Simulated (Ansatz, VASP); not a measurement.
# LiCaF3: VASP beside Ansatz

```
Ca F Li
1.0
     3.83647    0.00000    0.00000
     0.00000    3.83647    0.00000
     0.00000    0.00000    3.76124
Ca F Li
1 3 1
Direct
  0.00000 0.00000 0.00000
  0.50000 0.00000 0.50000
  0.50000 0.50000 0.00000
  0.00000 0.50000 0.50000
  0.50000 0.50000 0.50000
```

Alike in both runs: task single point; functional PBE; k mesh 6 × 6 × 6; occupations fermi-dirac, width 0.05 eV; no spin polarisation.

|  | VASP | Ansatz |
| --- | --- | --- |
| version | VASP 6.6.1 | Ansatz 0.2.0 |
| potentials or method | VASP PAW PBE potentials, release 64 (Ca_sv, F, Li_sv) | Ansatz PAW |
| plane-wave cutoff (eV) | 520 | 420 |
| valence electrons in the cell | 34 | 34 |

|  | VASP | Ansatz | Ansatz less VASP |
| --- | --- | --- | --- |
| gap on the k mesh at the Fermi level (eV) | 6.25 | 6.26 | +0.007 |
| least direct gap on the mesh (eV) | 6.40 | 6.41 | +0.006 |

Noted on VASP's run: the cutoff is short for stress, so the pressure is rough.
